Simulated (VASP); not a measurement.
# GeW3 (Im-3m) in VASP: single point with PBE

Aim: the single point of GeW3 with PBE.

Everything below comes from runs of VASP 6.6.1. Logs are shortened: lines on timing, memory, paths and dates and some standing lists are left out, and cuts for length are marked.

### 1 The cell of the first run

The structure is cubic, space group Im-3m (No. 229). Conventional cell: a = 5.256 Å, b = 5.256 Å, c = 5.256 Å, α = 90.00°, β = 90.00°, γ = 90.00°. Within 3.5 Å of Ge (site symmetry m-3m) lie 6 W at 2.63 Å. W (site symmetry 4/mmm) has 2 Ge at 2.63 Å and 4 W at 2.63 Å within 3.5 Å.

### 2 Single point, PBE

The input, POSCAR:

```
GeW3
1.0
   -2.6279005097      2.6279005097      2.6279005097
    2.6279005097     -2.6279005097      2.6279005097
    2.6279005097      2.6279005097     -2.6279005097
Ge W
1 3
Direct
    0.0000000000      0.0000000000      0.0000000000
    0.0000000000      0.5000000000      0.5000000000
    0.5000000000      0.0000000000      0.5000000000
    0.5000000000      0.5000000000      0.0000000000
```

The input, INCAR.step1:

```
SYSTEM = GeW3
ALGO = Fast
EDIFF = 1E-6
ENCUT = 520
GGA = PE
ISIF = 2
ISMEAR = 0
LASPH = .TRUE.
LCHARG = .TRUE.
LMAXMIX = 4
LREAL = .FALSE.
LWAVE = .FALSE.
NBANDS = 36
NELM = 100
PREC = Accurate
SIGMA = 0.1
```

The input, KPOINTS.step1:

```
k-points
0
G
  12 12 12
  0 0 0
```

The input, INCAR.step2:

```
SYSTEM = GeW3
ALGO = Fast
EDIFF = 1E-6
ENCUT = 520
GGA = PE
ICHARG = 11
ISIF = 2
ISMEAR = -5
LASPH = .TRUE.
LCHARG = .FALSE.
LMAXMIX = 4
LORBIT = 10
LREAL = .FALSE.
LWAVE = .FALSE.
NBANDS = 36
NEDOS = 1001
NELM = 100
PREC = Accurate
SIGMA = 0.1
```

The input, KPOINTS.step2:

```
k-points
0
G
  18 18 18
  0 0 0
```

Potentials or basis: VASP PAW PBE potentials, release 64 (Ge_d, W_sv).

Run with:

```console
> cat potpaw_PBE.64/Ge_d/POTCAR potpaw_PBE.64/W_sv/POTCAR > POTCAR
> cp INCAR.step1 INCAR
> cp KPOINTS.step1 KPOINTS
> mpirun -np 1 vasp_std > vasp.out
> cp INCAR.step2 INCAR
> cp KPOINTS.step2 KPOINTS
> mpirun -np 1 vasp_std > vasp.out
```

OUTCAR:

```text
SYSTEM = GeW3
   EDIFF = 1E-6
   ENCUT = 520
   GGA = PE
   ICHARG = 11
   ISIF = 2
   ISMEAR = -5
   LASPH = .TRUE.
   LORBIT = 10
   LREAL = .FALSE.
   NELM = 100
   PREC = Accurate

 ion  position               nearest neighbor table
   1  0.000  0.000  0.000-   2 2.63   3 2.63   4 2.63   2 2.63   3 2.63   4 2.63
   2  0.000  0.500  0.500-   1 2.63   3 2.63   4 2.63   1 2.63   4 2.63   3 2.63
   3  0.500  0.000  0.500-   1 2.63   2 2.63   4 2.63   4 2.63   1 2.63   2 2.63
   4  0.500  0.500  0.000-   1 2.63   2 2.63   3 2.63   3 2.63   2 2.63   1 2.63

  LATTYP: Found a body centered cubic cell.
 ALAT       =     5.2558010194

  Lattice vectors:

 A1 = (  -2.6279005097,   2.6279005097,   2.6279005097)
 A2 = (   2.6279005097,  -2.6279005097,   2.6279005097)
 A3 = (   2.6279005097,   2.6279005097,  -2.6279005097)

Analysis of symmetry for initial positions (statically):
=====================================================================
 Subroutine PRICEL returns:
 Original cell was already a primitive cell.

 Routine SETGRP: Setting up the symmetry group for a
 body centered cubic supercell.

 Subroutine GETGRP returns: Found 48 space group operations
 (whereof 48 operations were pure point group operations)
 out of a pool of 48 trial point group operations.

The static configuration has the point symmetry O_h .

Analysis of symmetry for dynamics (positions and initial velocities):
=====================================================================
 Subroutine PRICEL returns:
 Original cell was already a primitive cell.

 Routine SETGRP: Setting up the symmetry group for a
 body centered cubic supercell.

 Subroutine GETGRP returns: Found 48 space group operations
 (whereof 48 operations were pure point group operations)
 out of a pool of 48 trial point group operations.

The dynamic configuration has the point symmetry O_h .

 Subroutine INISYM returns: Found 48 space group operations
 (whereof 48 operations are pure point group operations),
 and found     1 'primitive' translations

----------------------------------------------------------------------------------------

                                     Primitive cell

  volume of cell :      72.5917

  direct lattice vectors                    reciprocal lattice vectors
    -2.627900510  2.627900510  2.627900510     0.000000000  0.190265955  0.190265955
     2.627900510 -2.627900510  2.627900510     0.190265955  0.000000000  0.190265955
     2.627900510  2.627900510 -2.627900510     0.190265955  0.190265955  0.000000000

  length of vectors
[... 100 lines left out ...]
   NUPDOWN=      -1.0000    fix difference up-down
   EMIN   =  10.00;   EMAX   =-10.00  energy-range for DOS
   EFERMI =   0.00;   METHOD = LEGACY
   ISMEAR =    -5;   SIGMA  =   0.10  broadening in eV -4-tet -1-fermi 0-gaus
   EFERMI_NEDOS =   21; number of points for ismear=-14 and -15
   IALGO  =     68    algorithm
   IMIX   =      4    mixing-type and parameters
     AMIX     =   0.40;   BMIX     =  1.00
     AMIX_MAG =   1.60;   BMIX_MAG =  1.00
  volume/ion in A,a.u.               =      18.15       122.47
  Fermi-wavevector in a.u.,A,eV,Ry     =   1.501442  2.837314 30.672000  2.254328
  Thomas-Fermi vector in A             =   2.612812
   LORBIT       =     10    0 simple, 1 ext, 2 COOP (PROOUT), +10 PAW based schemes
   GGA     = PE    functional components
   LHFCALC =     F    Hartree Fock is set to
   AEXX    =    0.0000 exact exchange contribution
   IVDW    =     0    specifies the selected vdW correction
   LEPSILON=     F    determine dielectric tensor
   LRPA    =     F    only Hartree local field effects (RPA)
 non-spin polarized calculation
 RMM-DIIS sequential band-by-band and
 Fermi weights with tetrahedron method with Bloechl corrections
  energy-cutoff  :      520.00
  volume of cell :       72.59
 maximum number of plane-waves:      1974
 NGX is ok and might be reduce to    36

 number of electron      56.0000012 magnetization

 Free energy of the ion-electron system (eV)
  ---------------------------------------------------
  ext. energy  EPLUGINS =         0.00000000
  ---------------------------------------------------
  free energy    TOTEN  =       -37.67160081 eV

  energy without entropy =      -37.67160081  energy(sigma->0) =      -37.67160081

 E-fermi :   8.7478     XC(G=0): -12.4250

 val. band max:        8.7667515583   @ k =  -0.3333   0.3333   0.1111
 cond. band min:       8.7128320197   @ k =  -0.4444   0.4444   0.0556
 fundamental gap:     -0.0539195387
 Fermi energy:         8.7477658958

 k-point     1 :       0.0000    0.0000    0.0000
  band No.  band energies     occupation
      1     -65.3099      2.00000
      2     -65.1633      2.00000
      3     -65.1633      2.00000
      4     -30.0002      2.00000
      5     -30.0002      2.00000
      6     -30.0002      2.00000
[... 925 lines left out ...]
     35      11.6800      0.00000
     36      12.3377      0.00000

 [... further k-points ...]

------------------------ aborting loop because EDIFF is reached ----------------------------------------

  FORCE on cell =-STRESS in cart. coord.  units (eV):
  Direction    XX          YY          ZZ          XY          YZ          ZX
  --------------------------------------------------------------------------------------
  -------------------------------------------------------------------------------------
  Total        0.1072220      0.1072220      0.1072220      0.0000000     -0.0000000      0.0000000
  in kB        2.3665072      2.3665072      2.3665072      0.0000000     -0.0000000      0.0000000
  external PRESSURE =       2.3665072 kB  Pullay stress =       0.0000000 kB

 VOLUME and BASIS-vectors are now :
 -----------------------------------------------------------------------------
  energy-cutoff  :      520.00
  volume of cell :       72.59
      direct lattice vectors                 reciprocal lattice vectors
    -2.627900510  2.627900510  2.627900510     0.000000000  0.190265955  0.190265955
     2.627900510 -2.627900510  2.627900510     0.190265955  0.000000000  0.190265955
     2.627900510  2.627900510 -2.627900510     0.190265955  0.190265955  0.000000000

 POSITION                                       TOTAL-FORCE (eV/Angst)
 -----------------------------------------------------------------------------------
      0.00000      0.00000      0.00000         0.000000     -0.000000     -0.000000
      2.62790      0.00000      0.00000        -0.000000      0.000000     -0.000000
      0.00000      2.62790      0.00000         0.000000     -0.000000      0.000000
      0.00000      0.00000      2.62790         0.000000      0.000000      0.000000
 -----------------------------------------------------------------------------------
    total drift:                                0.000000      0.000000     -0.000000

  FREE ENERGIE OF THE ION-ELECTRON SYSTEM (eV)
  ---------------------------------------------------
  free  energy   TOTEN  =       -37.6716008140 eV

  energy  without entropy=      -37.6716008140  energy(sigma->0) =      -37.67160081

 total charge

# of ion       s       p       d       tot
------------------------------------------
    1        1.140   1.325  10.064  12.529
    2        2.422   6.204   3.426  12.052
    3        2.422   6.204   3.426  12.052
    4        2.422   6.204   3.426  12.052
--------------------------------------------------
tot          8.405  19.937  20.342  48.684
```

OUTCAR.step1:

```text
SYSTEM = GeW3
   EDIFF = 1E-6
   ENCUT = 520
   GGA = PE
   ISIF = 2
   ISMEAR = 0
[... 1166 lines left out ...]
      0.00000      0.00000      0.00000         0.000000      0.000000      0.000000
      2.62790      0.00000      0.00000        -0.000000      0.000000      0.000000
      0.00000      2.62790      0.00000         0.000000      0.000000      0.000000
      0.00000      0.00000      2.62790         0.000000     -0.000000     -0.000000
 -----------------------------------------------------------------------------------
    total drift:                                0.000000      0.000000     -0.000000

  FREE ENERGIE OF THE ION-ELECTRON SYSTEM (eV)
  ---------------------------------------------------
  free  energy   TOTEN  =       -37.6954379088 eV

  energy  without entropy=      -37.6701271539  energy(sigma->0) =      -37.68278253
```

OSZICAR.step1:

```text
N       E                     dE             d eps       ncg     rms          rms(c)
DAV:   1     0.680922395506E+03    0.68092E+03   -0.31765E+04  6412   0.296E+03
DAV:   2     0.227088346922E+02   -0.65821E+03   -0.64408E+03  5324   0.756E+02
DAV:   3    -0.364940023427E+02   -0.59203E+02   -0.56858E+02  5824   0.164E+02
[... 13 lines left out ...]
RMM:  17    -0.376954295750E+02   -0.86787E-05   -0.89212E-05  5404   0.134E-02    0.439E-04
RMM:  18    -0.376954333037E+02   -0.37287E-05   -0.37706E-05  4900   0.901E-03    0.785E-04
RMM:  19    -0.376954358924E+02   -0.25887E-05   -0.27686E-05  4740   0.759E-03    0.621E-04
RMM:  20    -0.376954370540E+02   -0.11616E-05   -0.12382E-05  3974   0.666E-03    0.505E-04
RMM:  21    -0.376954379088E+02   -0.85484E-06   -0.92639E-06  3660   0.581E-03
   1 F= -.37695438E+02 E0= -.37682783E+02  d E =-.253108E-01
```

Wall time 8.8 min (1 thread of AMD EPYC 9R45 (Zen 5), shared host); peak memory 0.49 GiB.

What came out:

| Item | Value |
| --- | --- |
| Valence electrons inside the program's atomic spheres | Ge 12.53; W 12.05 |

Caveat: spin-orbit coupling is left out, which moves the levels of the heavy elements; tetrahedron occupations give inexact forces and stress in metals.
